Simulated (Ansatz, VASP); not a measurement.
One calculation of AlIn2Sb2As, two programs

File INCAR:

```
SYSTEM = AlIn2Sb2As
ALGO = Normal ; EDIFF = 1E-7
EDIFFG = -0.04 ; ENCUT = 600
GGA = PE ; IBRION = 2
ISIF = 3 ; ISMEAR = 0
LASPH = .TRUE. ; LCHARG = .FALSE.
LREAL = .FALSE. ; LWAVE = .FALSE.
NELM = 80 ; NSW = 90
PREC = Accurate ; SIGMA = 0.1
```

The input KPOINTS:

```
k-points
0
G
  6 6 2
  0 0 0
```

The input POSCAR:

```
AlIn2Sb2As
1.0
    4.3194378000      0.0000000000      0.0000000000
   -2.1597189000      3.7407428700      0.0000000000
    0.0000000000      0.0000000000     10.1552252000
Al In Sb As
1 2 2 1
Direct
    0.0000000000      0.0000000000      0.0000000000
    0.3333333300      0.6666666700      0.0000000000
    0.6666666700      0.3333333300      0.0000000000
    0.0000000000      0.0000000000      0.7465572300
    0.0000000000      0.0000000000      0.2534427700
    0.0000000000      0.0000000000      0.5000000000
```

Input for Ansatz:

```yaml
crystal:
  lattice:
    - [4.3194378, 0.0, 0.0]
    - [-2.1597189, 3.74074287, 0.0]
    - [0.0, 0.0, 10.1552252]
  atoms:
    - { symbol: Al, position: [0.0, 0.0, 0.0] }
    - { symbol: In, position: [0.33333333, 0.66666667, 0.0] }
    - { symbol: In, position: [0.66666667, 0.33333333, 0.0] }
    - { symbol: Sb, position: [0.0, 0.0, 0.74655723] }
    - { symbol: Sb, position: [0.0, 0.0, 0.25344277] }
    - { symbol: As, position: [0.0, 0.0, 0.5] }
basis:
  ecutwfc: 420
kpoints:
  mp_grid: { grid: [6, 6, 2] }
hamiltonian:
  xc: pbe
scf:
  occupations: { method: gaussian, width: 0.1 }
  lower_state_search: "off"
output:
  forces: true
  stress: true
  eigenvalues: true
relax:
  adjacent_minimum: "off"
  f_tol: 0.04
  max_steps: 70
  cell: { stress_tol: 0.4 }
```

Alike in both runs: task relaxation of cell and atoms; functional PBE; k mesh 6 × 6 × 2; occupations gaussian, width 0.1 eV; no spin polarisation.

```csv
,VASP,Ansatz
version,VASP 6.6.1,Ansatz 0.2.0
potentials or method,"VASP PAW PBE potentials, release 64 (Al, In_d, Sb, As), cutoff 600 eV","scalar-relativistic, plane waves, PAW"
valence electrons in the cell,44,74
```

```tsv
	VASP	Ansatz	Ansatz less VASP
gap on the k mesh at the Fermi level, each at its own relaxed structure (eV)	none	none	-
relaxed volume (Å³/atom)	41.57	41.20	-0.375
relaxed cell length with the largest relative difference (Å)	5.233	5.212	-0.0205
```

A gap of «none» marks a metal or a gap that the smearing closes. VASP's potentials hold 44 valence electrons a cell and Ansatz's 74, so a difference there can come from the potentials and not from the codes.

Spin-orbit coupling is off throughout. Noted on VASP's run: the volume moved by over 15 % at a fixed basis, so the end points are rough.
